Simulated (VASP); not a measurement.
# C (a cell with a defect) in VASP: relaxation of the atoms with PBE

Aim: the relaxation of the atoms of C (a cell with a defect) with PBE.

Program: VASP 6.6.1. These are calculated values, not measurements. Logs are shortened: lines on timing, memory, paths and dates and some standing lists are left out, and cuts for length are marked.

## 1. The cell of the first run

The cell holds a defect, 15 atoms: a = 5.051 Å, b = 5.051 Å, c = 5.051 Å, α = 60.00°, β = 60.00°, γ = 60.00°.

## 2. Relaxation of the atoms, PBE (atoms taken out)

INCAR

```
PREC = Accurate
ENCUT = 520
EDIFF = 1E-6
ISMEAR = 0
SIGMA = 0.05
LREAL = Auto
LASPH = T
NELM = 60
ALGO = Normal
ISIF = 2
LWAVE = F
LCHARG = F
GGA = PE
IBRION = 2
NSW = 80
EDIFFG = -0.02
```

KPOINTS

```
Automatic mesh
0
Gamma
  4 4 4
```

POSCAR

```
C
1.0
   -3.5714750640     -3.5714750640      0.0000000000
    0.0000000000     -3.5714750640      3.5714750640
   -3.5714750640      0.0000000000      3.5714750640
C
15
Direct
    0.2500000000      0.2500000000      0.2500000000
    0.7500000000      0.7500000000      0.2500000000
    0.2500000000      0.7500000000      0.2500000000
    0.7500000000      0.2500000000      0.7500000000
    0.2500000000      0.2500000000      0.7500000000
    0.7500000000      0.7500000000      0.7500000000
    0.2500000000      0.7500000000      0.7500000000
    0.5625000000      0.3125000000      0.3125000000
    0.8750000000      0.3750000000      0.3750000000
    0.3750000000      0.8750000000      0.3750000000
    0.8750000000      0.8750000000      0.3750000000
    0.3750000000      0.3750000000      0.8750000000
    0.8750000000      0.3750000000      0.8750000000
    0.3750000000      0.8750000000      0.8750000000
    0.8750000000      0.8750000000      0.8750000000
```

Potentials or basis: VASP PAW PBE potentials, release 64 (C).

Run with:

```console
$ cat potpaw_PBE.64/C/POTCAR > POTCAR
$ mpirun -np 1 vasp_std > vasp.out
```

OUTCAR:

```text
PREC = Accurate
   ENCUT = 520
   EDIFF = 1E-6
   ISMEAR = 0
   LREAL = Auto
   LASPH = T
   NELM = 60
   ISIF = 2
   GGA = PE
   IBRION = 2
   NSW = 80
   EDIFFG = -0.02

 ion  position               nearest neighbor table
   1  0.250  0.250  0.250-   9 1.55  10 1.55  12 1.55   8 1.95
   2  0.750  0.750  0.250-   9 1.55  10 1.55  11 1.55  15 1.55
   3  0.250  0.750  0.250-  10 1.55  11 1.55  14 1.55   8 1.95
   4  0.750  0.250  0.750-   9 1.55  12 1.55  13 1.55  15 1.55
   5  0.250  0.250  0.750-  12 1.55  13 1.55  14 1.55   8 1.95
   6  0.750  0.750  0.750-  11 1.55  13 1.55  14 1.55  15 1.55
   7  0.250  0.750  0.750-  10 1.55  12 1.55  14 1.55  15 1.55
   8  0.562  0.312  0.312-   3 1.95   5 1.95  11 1.95  13 1.95   1 1.95   9 1.95
   9  0.875  0.375  0.375-   1 1.55   2 1.55   4 1.55   8 1.95
  10  0.375  0.875  0.375-   1 1.55   2 1.55   3 1.55   7 1.55
  11  0.875  0.875  0.375-   2 1.55   3 1.55   6 1.55   8 1.95
  12  0.375  0.375  0.875-   1 1.55   4 1.55   5 1.55   7 1.55
  13  0.875  0.375  0.875-   4 1.55   5 1.55   6 1.55   8 1.95
  14  0.375  0.875  0.875-   3 1.55   5 1.55   6 1.55   7 1.55
  15  0.875  0.875  0.875-   2 1.55   4 1.55   6 1.55   7 1.55

  LATTYP: Found a face centered cubic cell.
 ALAT       =     7.1429501280

  Lattice vectors:

 A1 = (  -3.5714750640,  -3.5714750640,   0.0000000000)
 A2 = (   0.0000000000,  -3.5714750640,   3.5714750640)
 A3 = (  -3.5714750640,   0.0000000000,   3.5714750640)

Analysis of symmetry for initial positions (statically):
=====================================================================
 Subroutine PRICEL returns:
 Original cell was already a primitive cell.

 Routine SETGRP: Setting up the symmetry group for a
 face centered cubic supercell.

 Subroutine GETGRP returns: Found 12 space group operations
 (whereof  2 operations were pure point group operations)
 out of a pool of 48 trial point group operations.

The static configuration has the point symmetry C_1h.
 The point group associated with its full space group is D_3d.

Analysis of symmetry for dynamics (positions and initial velocities):
=====================================================================
 Subroutine PRICEL returns:
 Original cell was already a primitive cell.

 Routine SETGRP: Setting up the symmetry group for a
 face centered cubic supercell.

 Subroutine GETGRP returns: Found 12 space group operations
 (whereof  2 operations were pure point group operations)
 out of a pool of 48 trial point group operations.

The dynamic configuration has the point symmetry C_1h.
 The point group associated with its full space group is D_3d.

 Subroutine INISYM returns: Found 12 space group operations
 (whereof  2 operations are pure point group operations),
 and found     1 'primitive' translations

[... 102 lines left out ...]
   ISPIN  =      1    spin polarized calculation?
   LNONCOLLINEAR =      F non collinear calculations
   LSORBIT =      F    spin-orbit coupling
   LASPH  =      T    aspherical Exc in radial PAW
   ENCUT  =  520.0 eV  38.22 Ry    6.18 a.u.   9.39  9.39  9.39*2*pi/ulx,y,z
   NELM   =     60;   NELMIN=  2; NELMDL= -5     # of ELM steps
   EDIFF  = 0.1E-05   stopping-criterion for ELM
   LREAL  =      T    real-space projection
   EDIFFG = -.2E-01   stopping-criterion for IOM
   NSW    =     80    number of steps for IOM
   IBRION =      2    ionic relax: 0-MD 1-quasi-New 2-CG
   NFREE  =      1    steps in history (QN), initial steepest desc. (CG)
   ISIF   =      2    stress and relaxation
   ISYM   =      2    0-nonsym 1-usesym 2-fastsym
   POTIM  = 0.5000    time-step for ionic-motion
   TEBEG  =    0.0;   TEEND  =   0.0 temperature during run
   PSTRESS=    0.0 pullay stress
   NELECT =      60.0000    total number of electrons
   NUPDOWN=      -1.0000    fix difference up-down
   EMIN   =  10.00;   EMAX   =-10.00  energy-range for DOS
   EFERMI =   0.00;   METHOD = LEGACY
   ISMEAR =     0;   SIGMA  =   0.05  broadening in eV -4-tet -1-fermi 0-gaus
   EFERMI_NEDOS =   21; number of points for ismear=-14 and -15
   IALGO  =     38    algorithm
   IMIX   =      4    mixing-type and parameters
     AMIX     =   0.40;   BMIX     =  1.00
     AMIX_MAG =   1.60;   BMIX_MAG =  1.00
  volume/ion in A,a.u.               =       6.07        40.99
  Fermi-wavevector in a.u.,A,eV,Ry     =   1.424298  2.691534 27.601128  2.028626
  Thomas-Fermi vector in A             =   2.544804
   LORBIT       =      0    0 simple, 1 ext, 2 COOP (PROOUT), +10 PAW based schemes
   GGA     = PE    functional components
   LHFCALC =     F    Hartree Fock is set to
   AEXX    =    0.0000 exact exchange contribution
   IVDW    =     0    specifies the selected vdW correction
   LEPSILON=     F    determine dielectric tensor
   LRPA    =     F    only Hartree local field effects (RPA)
 conjugate gradient relaxation of ions
 non-spin polarized calculation
 Gauss-broadening in eV      SIGMA  =   0.05
  energy-cutoff  :      520.00
  volume of cell :       91.11
 maximum number of plane-waves:      2477
 NGX is ok and might be reduce to    40
   NGX = 19   NGY = 19   NGZ = 19

--------------------------------------- Ionic step        1  -------------------------------------------

 number of electron      59.9999995 magnetization

 Free energy of the ion-electron system (eV)
  ---------------------------------------------------
  ext. energy  EPLUGINS =         0.00000000
  ---------------------------------------------------
  free energy    TOTEN  =      -127.17401706 eV

  energy without entropy =     -127.17204025  energy(sigma->0) =     -127.17302866

------------------------ aborting loop because EDIFF is reached ----------------------------------------

  FORCE on cell =-STRESS in cart. coord.  units (eV):
  Direction    XX          YY          ZZ          XY          YZ          ZX
  --------------------------------------------------------------------------------------
  -------------------------------------------------------------------------------------
  Total       -6.4863271     -6.4863271     -6.4863271     -9.5560490     -9.5560490     -9.5560490
  in kB     -114.0608409   -114.0608409   -114.0608409   -168.0413217   -168.0413217   -168.0413217
  external PRESSURE =    -114.0608409 kB  Pullay stress =       0.0000000 kB
[... 330 lines left out ...]
--------------------------------------- Ionic step        8  -------------------------------------------

 number of electron      59.9999997 magnetization

 Free energy of the ion-electron system (eV)
  ---------------------------------------------------
  ext. energy  EPLUGINS =         0.00000000
  ---------------------------------------------------
  free energy    TOTEN  =      -127.98502128 eV

  energy without entropy =     -127.98221577  energy(sigma->0) =     -127.98361852

 E-fermi :   9.3544     XC(G=0): -12.9560

 val. band max:        9.3314800897   @ k =   0.5000   0.2500   0.0000
 cond. band min:       9.5582747713   @ k =   0.0000   0.2500   0.0000
 fundamental gap:      0.2267946816
 Fermi energy:         9.3543500947

 k-point     1 :       0.0000    0.0000    0.0000
  band No.  band energies     occupation
      1     -12.1908      2.00000
      2      -6.8790      2.00000
      3      -6.8790      2.00000
      4      -6.8467      2.00000
      5      -5.6562      2.00000
      6      -4.6746      2.00000
[... 564 lines left out ...]
  FREE ENERGIE OF THE ION-ELECTRON SYSTEM (eV)
  ---------------------------------------------------
  free  energy   TOTEN  =      -127.9850212752 eV

  energy  without entropy=     -127.9822157711  energy(sigma->0) =     -127.98361852

 reached required accuracy - stopping structural energy minimisation
```

Run time: 14 min. Hardware: 1 thread of AMD EPYC 7R43 (Zen 3), shared host; peak memory 0.2 GiB.

What came out:

```
Free energy                  : -127.9850 eV
Energy gained by relaxing    : 54.1 meV/atom
Ionic steps                  : 8
Pressure after relaxing      : -5.3 GPa
Largest force after relaxing : 0.019 eV/Å
Band gap on the k mesh       : zero (bands 30 and 31 overlap by 3.16 eV)
```

Forces on the atoms (eV/Å):
```
C   -0.006 -0.006 -0.017
C    0.017 -0.001 -0.001
C   -0.006 -0.017 -0.006
C   -0.001  0.017 -0.001
C   -0.017 -0.006 -0.006
C   -0.001 -0.001  0.017
C   -0.001 -0.001 -0.001
C    0.000  0.000  0.000
C    0.006  0.006  0.017
C   -0.017  0.001  0.001
C    0.006  0.017  0.006
C    0.001 -0.017  0.001
C    0.017  0.006  0.006
C    0.001  0.001 -0.017
C    0.001  0.001  0.001
```

The path:
```csv
step,energy change (eV),largest force (eV/Å),pressure (GPa)
1,0.0000,3.2474,-11.41
2,0.1714,4.0277,0.65
3,-0.7365,0.8428,-6.76
4,-0.7826,0.6050,-4.53
5,-0.8052,0.3129,-5.47
6,-0.8017,0.3976,-5.11
7,-0.8110,0.0250,-5.29
8,-0.8110,0.0189,-5.27
```

Final structure:
```
C
1.0
    -3.57148   -3.57148    0.00000
     0.00000   -3.57148    3.57148
    -3.57148    0.00000    3.57148
C
15
Cartesian
  -1.7400 -1.7400 1.7278
  -3.5725 -5.3567 3.5720
  -1.7400 -3.6294 3.6172
  -5.3567 -3.5725 3.5720
  -3.6294 -1.7400 3.6172
  -5.3567 -5.3567 5.3561
  -3.5688 -3.5688 5.3598
  -3.1250 -3.1250 2.2322
  -4.5101 -4.5101 2.7365
  -2.6775 -4.4649 4.4638
  -4.5101 -6.1922 4.4186
  -4.4649 -2.6775 4.4638
  -6.1922 -4.5101 4.4186
  -4.4649 -4.4649 6.2512
  -6.2527 -6.2527 6.2475
```

Caveat: the k points lie up to 0.38 Å⁻¹ apart, too coarse for converged energies and pressures of a metal; the cell differs from its parent crystal (atoms taken out).
